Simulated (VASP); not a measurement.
# CoSi (WC type) (P-6m2) in VASP: notebook, part 2 of 2

VASP 6.6.1. The steps go on from the part before.

## Step 5: Relaxation of cell and atoms, PBE

This run uses another cell than the first one, of 11.77 Å³/atom, 1.002 times its volume.

File INCAR:

```
PREC     = Accurate       # precision mode
ENCUT    = 600            # plane-wave cutoff, eV
EDIFF    = 1E-7           # SCF threshold, eV
ISMEAR   = -1             # smearing method
SIGMA    = 0.05           # smearing width, eV
LREAL    = F              # projectors in reciprocal space
LASPH    = T              # aspherical terms in the spheres
NELM     = 120            # most SCF steps
ALGO     = Normal         # electronic algorithm
ISIF     = 3              # what is computed and relaxed
LWAVE    = F              # write WAVECAR
LCHARG   = F              # write CHGCAR
GGA      = PE             # functional
IBRION   = 2              # ionic algorithm
NSW      = 60             # ionic steps
EDIFFG   = -0.005         # ionic threshold
GGA_COMPAT= F            
NELMIN   = 4
```

File KPOINTS:

```
regular mesh
0
Gamma
  16 16 14
```

File POSCAR:

```
CoSi
1.0
    3.0272437684      0.0000000000      0.0000000000
   -1.5136218842      2.6216700069      0.0000000000
    0.0000000000      0.0000000000      2.9666988930
Co Si
1 1
Direct
    0.0000000000      0.0000000000      0.0000000000
    0.3333333333      0.6666666667      0.5000000000
```

Potentials or basis: VASP PAW PBE potentials, release 64 (Co, Si).

Run with:

```console
> cat potpaw_PBE.64/Co/POTCAR potpaw_PBE.64/Si/POTCAR > POTCAR
> mpirun -np 1 vasp_std > vasp.out
```

OUTCAR:

```text
PREC = Accurate
   ENCUT = 600
   EDIFF = 1E-7
   ISMEAR = -1
   LREAL = F
   LASPH = T
   NELM = 120
   ISIF = 3
   GGA = PE
   IBRION = 2
   NSW = 60
   EDIFFG = -0.005
   NELMIN = 4

 ion  position               nearest neighbor table
   1  0.000  0.000  0.000-   2 2.29   2 2.29   2 2.29   2 2.29   2 2.29   2 2.29
   2  0.333  0.667  0.500-   1 2.29   1 2.29   1 2.29   1 2.29   1 2.29   1 2.29

  LATTYP: Found a hexagonal cell.
 ALAT       =     3.0272437684
 C/A-ratio  =     0.9800000000

  Lattice vectors:

 A1 = (   3.0272437684,   0.0000000000,   0.0000000000)
 A2 = (  -1.5136218842,   2.6216700069,   0.0000000000)
 A3 = (   0.0000000000,   0.0000000000,   2.9666988930)

Analysis of symmetry for initial positions (statically):
=====================================================================
 Subroutine PRICEL returns:
 Original cell was already a primitive cell.

 Routine SETGRP: Setting up the symmetry group for a
 hexagonal supercell.

 Subroutine GETGRP returns: Found 12 space group operations
 (whereof 12 operations were pure point group operations)
 out of a pool of 24 trial point group operations.

The static configuration has the point symmetry D_3h.

Analysis of symmetry for dynamics (positions and initial velocities):
=====================================================================
 Subroutine PRICEL returns:
[... 266 lines left out ...]

 number of electron      13.0000006 magnetization

------------------------ aborting loop because EDIFF is reached ----------------------------------------
[... 67 lines left out ...]
--------------------------------------- Ionic step       21  -------------------------------------------

 number of electron      13.0000005 magnetization

 Free energy of the ion-electron system (eV)
  ---------------------------------------------------
  ext. energy  EPLUGINS =         0.00000000
  ---------------------------------------------------
  free energy    TOTEN  =       -13.22585598 eV

  energy without entropy =      -13.21455124  energy(sigma->0) =      -13.22020361

 E-fermi :  11.7027     XC(G=0): -12.6586

 val. band max:       11.6806781658   @ k =   0.1250   0.1250   0.1429
 cond. band min:      11.7052903281   @ k =   0.3125   0.3125   0.0000
 fundamental gap:      0.0246121623
 Fermi energy:        11.7026735210

 k-point     1 :       0.0000    0.0000    0.0000
  band No.  band energies     occupation
      1      -1.9715      2.00000
      2       7.7307      2.00000
      3       9.3581      2.00000
      4       9.9530      2.00000
      5       9.9530      2.00000
      6      10.5252      2.00000
      7      10.5252      2.00000
      8      15.8769      0.00000
      9      21.1516      0.00000
     10      21.1516      0.00000
[... 287 lines left out ...]
 k-point    24 :       0.2500    0.1875    0.0000
  band No.  band energies     occupation
      1       1.6794      2.00000
      2       7.5403      2.00000
      3       8.1647      2.00000
      4       8.5110      2.00000
      5       9.8309      2.00000
      6      11.0467      2.00000
      7      12.7842      0.00000
      8      13.3629      0.00000
      9      15.0104      0.00000
     10      17.8159      0.00000

 [... further k-points ...]
[... 5 lines left out ...]
  --------------------------------------------------------------------------------------
  -------------------------------------------------------------------------------------
  Total        0.0073584      0.0073584      0.0023289      0.0000000      0.0000000      0.0000000
  in kB        0.5215232      0.5215232      0.1650585      0.0000000      0.0000000      0.0000000
  external PRESSURE =       0.4027016 kB  Pullay stress =       0.0000000 kB
[... 17 lines left out ...]
  FREE ENERGIE OF THE ION-ELECTRON SYSTEM (eV)
  ---------------------------------------------------
  free  energy   TOTEN  =       -13.2258559769 eV

  energy  without entropy=      -13.2145512394  energy(sigma->0) =      -13.22020361

 reached required accuracy - stopping structural energy minimisation
```

OSZICAR:

```text
N       E                     dE             d eps       ncg     rms          rms(c)
DAV:   1     0.498081436495E+02    0.49808E+02   -0.62363E+03  4824   0.148E+03
DAV:   2    -0.120360282324E+02   -0.61844E+02   -0.58826E+02  4826   0.231E+02
DAV:   3    -0.142454692634E+02   -0.22094E+01   -0.21640E+01  5674   0.533E+01
DAV:   4    -0.142966254423E+02   -0.51156E-01   -0.51066E-01  5994   0.759E+00
[... 182 lines left out ...]
DAV:   2    -0.132258994273E+02   -0.11898E-04   -0.57375E-04  5550   0.406E-01    0.503E-02
DAV:   3    -0.132258595170E+02    0.39910E-04   -0.27331E-04  5384   0.276E-01    0.136E-02
DAV:   4    -0.132258561909E+02    0.33261E-05   -0.92668E-06  5254   0.392E-02    0.249E-03
DAV:   5    -0.132258560124E+02    0.17842E-06   -0.44604E-07  4624   0.753E-03    0.992E-04
DAV:   6    -0.132258559769E+02    0.35517E-07   -0.48241E-08  2434   0.263E-03
  21 F= -.13225856E+02 E0= -.13220204E+02  d E =-.153056E-04
```

CONTCAR:

```text
CoSi
   1.00000000000000
     2.7357461171430781   -0.0000000000000000    0.0000000000000004
    -1.3678730585715391    2.3692256357629420   -0.0000000000000002
    -0.0000000000000004   -0.0000000000000004    3.4876691765292676
  Co              Si
     1     1
Direct
     0.0000000000000000    0.0000000000000000    1.0000000000000000
     0.3333333332999970    0.6666666667000030    0.5000000000000000

  0.00000000E+00  0.00000000E+00  0.00000000E+00
  0.00000000E+00  0.00000000E+00  0.00000000E+00
```

Run time: 7.3 min. Hardware: 1 thread of Intel Xeon Platinum 8488C (Sapphire Rapids), shared host; peak memory 0.22 GiB.

Results:

| Quantity | Value |
| --- | --- |
| Free energy | -13.2259 eV |
| Relaxed volume | 11.30 Å³/atom |
| Relaxed cell | a = 2.736 Å, b = 2.736 Å, c = 3.488 Å, α = 90.00°, β = 90.00°, γ = 120.00° |
| Space group after relaxing (to 0.05 Å) | P-6m2 (No. 187) |
| Energy gained by relaxing | 114.3 meV/atom |
| Ionic steps | 21 |
| Pressure after relaxing | 0.0 GPa |

Step by step:
| step | energy change (eV) | largest force (eV/Å) | pressure (GPa) | volume (Å³) |
| --- | --- | --- | --- | --- |
| 1 | 0.0000 | 0.0000 | 4.92 | 23.55 |
| 2 | 0.0008 | 0.0000 | -4.70 | 24.80 |
| 3 | -0.0091 | 0.0000 | -0.05 | 24.15 |
| 4 | -0.0091 | 0.0000 | 0.05 | 24.13 |
| 5 | -0.0092 | 0.0000 | 0.08 | 24.13 |
| 6 | -0.0092 | 0.0000 | 0.03 | 24.13 |
| 7 | -0.0096 | 0.0000 | -0.01 | 24.11 |
| 8 | -0.0109 | 0.0000 | -0.08 | 24.09 |
| 9 | -0.0158 | 0.0000 | -0.25 | 24.04 |
| 10 | -0.0336 | 0.0000 | -0.64 | 23.92 |
| 11 | -0.0976 | 0.0000 | -1.37 | 23.65 |
| 12 | -0.2236 | 0.0000 | -1.85 | 22.94 |
| 13 | -0.2245 | 0.0000 | -1.19 | 22.65 |
| 14 | -0.2277 | 0.0000 | -1.61 | 22.80 |
| 15 | -0.2277 | 0.0000 | -1.52 | 22.77 |
| 16 | -0.2285 | 0.0000 | -0.55 | 22.66 |
| 17 | -0.2286 | 0.0000 | -0.09 | 22.61 |
| 18 | -0.2286 | 0.0000 | 0.04 | 22.60 |
| 19 | -0.2286 | 0.0000 | 0.04 | 22.60 |
| 20 | -0.2286 | 0.0000 | 0.06 | 22.60 |
| 21 | -0.2286 | 0.0000 | 0.04 | 22.61 |

Final structure:
```yaml
crystal:
  lattice:
    - [2.73575, 0.00000, 0.00000]
    - [-1.36787, 2.36923, 0.00000]
    - [0.00000, 0.00000, 3.48767]
  atoms:
    - { symbol: Co, position: [0.00000, 0.00000, 0.00000] }
    - { symbol: Si, position: [0.33333, 0.66667, 0.50000] }
```

Levels at points of the mesh, in eV from the Fermi level:
```
           k point  band 4  band 5  band 6  band 7  band 8  band 9  band 10
(0.00, 0.00, 0.00)   -1.75   -1.75   -1.18   -1.18    4.17    9.45     9.45
(0.50, 0.00, 0.00)   -3.22   -1.58   -0.14    0.61    4.04    4.11     6.23
(0.00, 0.00, 0.50)   -1.66   -1.66   -1.47   -1.47    9.88    9.88    11.04
(0.50, 0.00, 0.50)   -2.17   -2.05   -1.58   -0.13    1.21    2.78     6.97
```

## Step 6: Summary

| task | cell | gap on the mesh (eV) | pressure (GPa) |
| --- | --- | --- | --- |
| single point | a = 3.280, b = 3.280, c = 2.521 Å, angles 90.0, 90.0, 120.0°, 2 atoms | none | 12.1 |
| single point | a = 3.365, b = 3.365, c = 2.548 Å, angles 90.0, 90.0, 120.0°, 2 atoms | none | -0.1 |
| relaxation of shape and atoms at fixed volume | relaxed from a = 3.297, b = 3.297, c = 2.496 Å, angles 90.0, 90.0, 120.0°, 2 atoms | none | 12.1 |
| relaxation of cell and atoms | relaxed from a = 3.027, b = 3.027, c = 2.967 Å, angles 90.0, 90.0, 120.0°, 2 atoms | none | 0.0 |

Alike in all rows: level PBE; potentials or basis VASP PAW PBE potentials, release 64 (Co, Si); no spin polarisation; k mesh 16 × 16 × 14; cutoff (eV) 600; smearing fermi-dirac 0.05 eV.

Absolute energies hang on the potentials; compare differences alone.
